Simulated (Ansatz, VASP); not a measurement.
This is a calculation of MoS2 for VASP 6.6.1.

INCAR

```
SYSTEM = MoS2
PREC = Accurate
ENCUT = 520
EDIFF = 1E-7
ISMEAR = -1
SIGMA = 0.05
LREAL = .FALSE.
LASPH = .TRUE.
NELM = 80
ALGO = Normal
ISIF = 2
LWAVE = .FALSE.
LCHARG = .FALSE.
GGA = PE
NBANDS = 35
```

File KPOINTS:

```
Automatic mesh
0
G
  10 10 3
  0 0 0
```

File POSCAR:

```
MoS2
1.0
    3.1610015200      0.0000000000      0.0000000000
   -1.5805007600      2.7375076200      0.0000000000
    0.0000000000      0.0000000000     12.2949997000
Mo S
2 4
Direct
    0.3333333333      0.6666666667      0.2500000000
    0.6666666667      0.3333333333      0.7500000000
    0.3333333333      0.6666666667      0.6275000000
    0.6666666667      0.3333333333      0.1275000000
    0.3333333333      0.6666666667      0.8725000000
    0.6666666667      0.3333333333      0.3725000000
```

Potentials or basis: VASP PAW PBE potentials, release 64 (Mo_sv, S).

Command:

```sh
$ cat potpaw_PBE.64/Mo_sv/POTCAR potpaw_PBE.64/S/POTCAR > POTCAR
$ mpirun -np 1 vasp_std > vasp.out
```

**Question.** Translate it to Ansatz 0.2.0. Potentials there: all-electron LAPW, scalar-relativistic.

**Answer.** As run (the cutoff follows the program's own potentials):

input.yaml

```yaml
crystal:
  lattice:
    - [3.16100152, 0.0, 0.0]
    - [-1.58050076, 2.73750762, 0.0]
    - [0.0, 0.0, 12.2949997]
  atoms:
    - { symbol: Mo, position: [0.3333333333, 0.6666666667, 0.25] }
    - { symbol: Mo, position: [0.6666666667, 0.3333333333, 0.75] }
    - { symbol: S, position: [0.3333333333, 0.6666666667, 0.6275] }
    - { symbol: S, position: [0.6666666667, 0.3333333333, 0.1275] }
    - { symbol: S, position: [0.3333333333, 0.6666666667, 0.8725] }
    - { symbol: S, position: [0.6666666667, 0.3333333333, 0.3725] }
kpoints:
  mp_grid: { grid: [10, 10, 3] }
scf:
  occupations: { method: fermi_dirac, width: 0.05 }
hamiltonian:
  xc: pbe
  pseudopotentials: { kind: all_electron, lapw: { basis_error: 0.001 } }
output:
  forces: true
  stress: true
  eigenvalues: true
  populations: true
```

Potentials or basis: all-electron LAPW, scalar-relativistic.

Run with:

```console
$ ansatz run input.yaml --threads 4 --pin off --max-ram 12288MiB --backend cpu --events-out ev --progress --plain --runs-dir out
```

Both were run:

|  | VASP | Ansatz | Ansatz less VASP |
| --- | --- | --- | --- |
| gap on the k mesh at the Fermi level (eV) | 0.88 | 0.87 | -0.015 |
| least direct gap on the mesh (eV) | 1.87 | 1.87 | -0.003 |
| pressure (GPa) | 8.7 | 8.9 | +0.18 |
| traceless stress, the component that is largest in VASP (GPa) | 4.39 | 4.44 | +0.043 |
| rms of the force components (eV/Å) | 0.564 | 0.573 | +0.0091 |

Atom by atom the forces differ by 0.009 eV/Å (rms over components). Ansatz ran all-electron here, and VASP with PAW potentials.
